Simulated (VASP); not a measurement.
# Si15Ni (F-43m) in VASP: single point with PBEsol

Aim: the single point of Si15Ni with PBEsol.

Program: VASP 6.6.1. These are calculated values, not measurements. Logs are shortened: lines on timing, memory, paths and dates and some standing lists are left out, and cuts for length are marked.

## Step 1: The cell of the first run

It takes space group F-43m (No. 216, cubic). Conventional cell: a = 10.874 Å, b = 10.874 Å, c = 10.874 Å, α = 90.00°, β = 90.00°, γ = 90.00°. Ni (site symmetry -43m) has 4 Si at 2.26 Å within 3.0 Å. Si (site symmetry 2mm) has 4 Si at 2.36 to 2.38 Å within 3.1 Å. Within 3.1 Å of Si (site symmetry -43m) lie 4 Si at 2.36 Å. Si (site symmetry 3m) has 1 Ni at 2.26 Å and 3 Si at 2.38 Å within 3.0 Å. Within 3.1 Å of Si (site symmetry 3m) lie 4 Si at 2.36 Å.

## Step 2: Single point, PBEsol, collinear spin, ferromagnetic start

File INCAR:

```
PREC = Accurate ; ENCUT = 520
EDIFF = 1E-6 ; ISMEAR = 0
SIGMA = 0.05 ; LREAL = Auto
LASPH = True ; NELM = 150
ALGO = Normal ; ISIF = 2
LWAVE = False ; LCHARG = True
ISPIN = 2 ; MAGMOM = 4 0 0 0 0 0 0 0 0 0 0 0 0 0 0 0
LORBIT = 11 ; LMAXMIX = 4
GGA = PS ; LELF = True
LVHAR = True ; NBANDS = 53
```

File KPOINTS:

```
Automatic mesh
0
Gamma
  3 3 3
```

File POSCAR:

```
Si15Ni
1.0
    0.0000000000      5.4370000000      5.4370000000
    5.4370000000      0.0000000000      5.4370000000
    5.4370000000      5.4370000000      0.0000000000
Ni Si
1 15
Direct
    1.0000000000      0.0000000000      1.0000000000
    0.0008460273      0.0008460273      0.4991539727
    0.0008460273      0.4991539727      0.0008460273
    0.0008460273      0.4991539727      0.4991539727
    0.4991539727      0.0008460273      0.0008460273
    0.4991539727      0.0008460273      0.4991539727
    0.4991539727      0.4991539727      0.0008460273
    0.5000000000      0.5000000000      0.5000000000
    0.1202211774      0.1202211774      0.1202211774
    0.1202211774      0.1202211774      0.6393364679
    0.1202211774      0.6393364679      0.1202211774
    0.1235527506      0.6254824165      0.6254824165
    0.6393364679      0.1202211774      0.1202211774
    0.6254824165      0.1235527506      0.6254824165
    0.6254824165      0.6254824165      0.1235527506
    0.6254824165      0.6254824165      0.6254824165
```

Potentials or basis: VASP PAW PBE potentials, release 64 (Ni, Si).

Command:

```console
$ cat potpaw_PBE.64/Ni/POTCAR potpaw_PBE.64/Si/POTCAR > POTCAR
$ mpirun -np 1 vasp_std > vasp.out
```

OUTCAR:

```text
PREC = Accurate
   ENCUT = 520
   EDIFF = 1E-6
   ISMEAR = 0
   LREAL = Auto
   LASPH = True
   NELM = 150
   ISIF = 2
   ISPIN = 2
   LORBIT = 11
   GGA = PS

 ion  position               nearest neighbor table
   1  0.000  0.000  0.000-  10 2.26  11 2.26  13 2.26   9 2.26
   2  0.001  0.001  0.499-  12 2.36  14 2.36   9 2.38  10 2.38
   3  0.001  0.499  0.001-  12 2.36  15 2.36   9 2.38  11 2.38
   4  0.001  0.499  0.499-  16 2.36  12 2.36  10 2.38  11 2.38
   5  0.499  0.001  0.001-  14 2.36  15 2.36   9 2.38  13 2.38
   6  0.499  0.001  0.499-  16 2.36  14 2.36  10 2.38  13 2.38
[... 8 lines left out ...]
  15  0.625  0.625  0.124-   3 2.36   5 2.36   7 2.36   8 2.36
  16  0.625  0.625  0.625-   4 2.36   6 2.36   7 2.36   8 2.36

  LATTYP: Found a face centered cubic cell.
 ALAT       =    10.8740000000

  Lattice vectors:

 A1 = (   0.0000000000,   5.4370000000,   5.4370000000)
 A2 = (   5.4370000000,   0.0000000000,   5.4370000000)
 A3 = (   5.4370000000,   5.4370000000,   0.0000000000)

Analysis of symmetry for initial positions (statically):
=====================================================================
 Subroutine PRICEL returns:
 Original cell was already a primitive cell.

 Routine SETGRP: Setting up the symmetry group for a
 face centered cubic supercell.

 Subroutine GETGRP returns: Found 24 space group operations
 (whereof 24 operations were pure point group operations)
 out of a pool of 48 trial point group operations.

The static configuration has the point symmetry T_d .

Analysis of symmetry for dynamics (positions and initial velocities):
=====================================================================
 Subroutine PRICEL returns:
 Original cell was already a primitive cell.

 Routine SETGRP: Setting up the symmetry group for a
 face centered cubic supercell.

 Subroutine GETGRP returns: Found 24 space group operations
 (whereof 24 operations were pure point group operations)
 out of a pool of 48 trial point group operations.

The dynamic configuration has the point symmetry T_d .

Analysis of structural, dynamic, and magnetic symmetry:
=====================================================================
 Subroutine PRICEL returns:
 Original cell was already a primitive cell.

 Routine SETGRP: Setting up the symmetry group for a
 face centered cubic supercell.

 Subroutine GETGRP returns: Found 24 space group operations
[... 154 lines left out ...]
  ---------------------------------------------------
  ext. energy  EPLUGINS =         0.00000000
  ---------------------------------------------------
  free energy    TOTEN  =       -90.99763859 eV

  energy without entropy =      -90.98957021  energy(sigma->0) =      -90.99360440

 E-fermi :   5.0699     XC(G=0):  -9.5840

 val. band max:        5.0130222842   @ k =   0.3333   0.3333   0.0000
 cond. band min:       5.0883083056   @ k =   0.0000   0.0000   0.0000
 fundamental gap:      0.0752860214
 Fermi energy:         5.0698883320

 spin component 1

 k-point     1 :       0.0000    0.0000    0.0000
  band No.  band energies     occupation
      1      -6.1953      1.00000
      2      -3.9787      1.00000
      3      -3.9787      1.00000
      4      -3.9787      1.00000
      5      -3.4773      1.00000
      6      -2.1954      1.00000
[... 189 lines left out ...]
     46       9.1591      0.00000
     47       9.3328      0.00000
 Fermi energy:         5.0698883320

 spin component 2

 k-point     1 :       0.0000    0.0000    0.0000
  band No.  band energies     occupation
      1      -6.2160      1.00000
      2      -3.9991      1.00000
      3      -3.9991      1.00000
      4      -3.9991      1.00000
      5      -3.5077      1.00000
      6      -2.2131      1.00000
[... 189 lines left out ...]
     46       9.1443      0.00000
     47       9.3088      0.00000
 [bands above 47 left out]

------------------------ aborting loop because EDIFF is reached ----------------------------------------

  FORCE on cell =-STRESS in cart. coord.  units (eV):
  Direction    XX          YY          ZZ          XY          YZ          ZX
  --------------------------------------------------------------------------------------
  -------------------------------------------------------------------------------------
  Total       -4.1797750     -4.1797750     -4.1797750     -0.0000000      0.0000000     -0.0000000
  in kB      -20.8331763    -20.8331763    -20.8331763     -0.0000000      0.0000000     -0.0000000
  external PRESSURE =     -20.8331763 kB  Pullay stress =       0.0000000 kB

 VOLUME and BASIS-vectors are now :
 -----------------------------------------------------------------------------
  energy-cutoff  :      520.00
  volume of cell :      321.45
      direct lattice vectors                 reciprocal lattice vectors
     0.000000000  5.437000000  5.437000000    -0.091962479  0.091962479  0.091962479
     5.437000000  0.000000000  5.437000000     0.091962479 -0.091962479  0.091962479
     5.437000000  5.437000000  0.000000000     0.091962479  0.091962479 -0.091962479

 POSITION                                       TOTAL-FORCE (eV/Angst)
 -----------------------------------------------------------------------------------
      0.00000      0.00000      0.00000         0.000000     -0.000000      0.000000
      2.71850      2.71850      0.00920         0.000000     -0.000000     -0.004024
      2.71850      0.00920      2.71850         0.000000     -0.004024      0.000000
      5.42780      2.71850      2.71850         0.004024     -0.000000      0.000000
      0.00920      2.71850      2.71850        -0.004024     -0.000000      0.000000
      2.71850      5.42780      2.71850         0.000000      0.004024      0.000000
[... 8 lines left out ...]
      4.07250      4.07250      6.80150         0.007453      0.007453     -0.007453
      6.80150      6.80150      6.80150        -0.007453     -0.007453     -0.007453
 -----------------------------------------------------------------------------------
    total drift:                                0.000001      0.000001      0.000002

  FREE ENERGIE OF THE ION-ELECTRON SYSTEM (eV)
  ---------------------------------------------------
  free  energy   TOTEN  =       -90.9976385915 eV

  energy  without entropy=      -90.9895702098  energy(sigma->0) =      -90.99360440

 total charge

# of ion       s       p       d       tot
------------------------------------------
    1        0.567   0.442   8.416   9.426
    2        0.761   0.912   0.000   1.673
    3        0.761   0.912   0.000   1.673
    4        0.761   0.912   0.000   1.673
    5        0.761   0.912   0.000   1.673
    6        0.761   0.912   0.000   1.673
[... 8 lines left out ...]
   15        0.753   0.931   0.000   1.684
   16        0.753   0.931   0.000   1.684
--------------------------------------------------
tot         12.025  14.022   8.416  34.462

 magnetization (x)

# of ion       s       p       d       tot
------------------------------------------
    1       -0.009  -0.045  -0.149  -0.203
    2       -0.003  -0.003   0.000  -0.006
    3       -0.003  -0.003   0.000  -0.006
    4       -0.003  -0.003   0.000  -0.006
    5       -0.003  -0.003   0.000  -0.006
    6       -0.003  -0.003   0.000  -0.006
[... 8 lines left out ...]
   15       -0.001  -0.000   0.000  -0.001
   16       -0.001  -0.000   0.000  -0.001
--------------------------------------------------
tot         -0.049  -0.135  -0.149  -0.332
```

OSZICAR:

```text
N       E                     dE             d eps       ncg     rms          rms(c)
DAV:   1     0.242012045276E+03    0.24201E+03   -0.26378E+04   848   0.112E+03
DAV:   2    -0.679394442215E+02   -0.30995E+03   -0.28813E+03   920   0.201E+02
DAV:   3    -0.937674193120E+02   -0.25828E+02   -0.24937E+02  1070   0.596E+01
[... 12 lines left out ...]
DAV:  16    -0.909976134502E+02    0.34835E-04   -0.11206E-03  1235   0.385E-01    0.139E-01
DAV:  17    -0.909977166210E+02   -0.10317E-03   -0.29897E-04  1208   0.911E-02    0.125E-01
DAV:  18    -0.909976452745E+02    0.71346E-04   -0.15063E-04  1163   0.147E-01    0.497E-02
DAV:  19    -0.909976367923E+02    0.84822E-05   -0.65659E-05  1291   0.682E-02    0.116E-02
DAV:  20    -0.909976385841E+02   -0.17918E-05   -0.58739E-06   799   0.125E-02    0.955E-03
DAV:  21    -0.909976385915E+02   -0.74069E-08   -0.86237E-07   577   0.129E-02
   1 F= -.90997639E+02 E0= -.90993604E+02  d E =-.806838E-02  mag=    -0.6143
```

stdout:

```text
POSCAR found type information on POSCAR NiSi
 POSCAR found :  2 types and      16 ions
 scaLAPACK will be used
 -----------------------------------------------------------------------------
|                                                                             |
|                                                                             |
|     You enforced a specific xc type in the INCAR file but a different       |
|     I HOPE YOU KNOW WHAT YOU ARE DOING!                                     |
|                                                                             |
 -----------------------------------------------------------------------------

 LDA part: xc-table for (Slater+PW92), standard interpolation
 POSCAR, INCAR and KPOINTS ok, starting setup
 FFT: planning ... GRIDC
 FFT: planning ... GRID_SOFT
 FFT: planning ... GRID
 WAVECAR not read
 entering main loop
```

It took 6.8 min on 1 thread of Intel Xeon Platinum 8488C (Sapphire Rapids), shared host; peak memory 0.66 GiB.

Results:

```yaml
Free_energy: -90.9976 eV
Pressure: -2.1 GPa
Largest_force: 0.013 eV/Å
Net_moment: -0.61 μB per cell
Site_moments: Ni -0.20; Si -0.01, -0.00, -0.02 (each value once) μB
Valence_electrons_inside_the_program's_atomic_spheres: Ni 9.43; Si 1.67, 1.68, 1.65 (each value once)
```

Forces in eV/Å, atoms in the order of the input:
```
Ni   0.000  0.000  0.000
Si   0.000  0.000 -0.004
Si   0.000 -0.004  0.000
Si   0.004  0.000  0.000
Si  -0.004  0.000  0.000
Si   0.000  0.004  0.000
Si   0.000  0.000  0.004
Si   0.000  0.000  0.000
Si  -0.005 -0.005 -0.005
Si   0.005  0.005 -0.005
Si   0.005 -0.005  0.005
Si  -0.007  0.007  0.007
Si  -0.005  0.005  0.005
Si   0.007 -0.007  0.007
Si   0.007  0.007 -0.007
Si  -0.007 -0.007 -0.007
```

Caveat: the PAW data sets were made with another functional, which shifts forces and pressure a little.
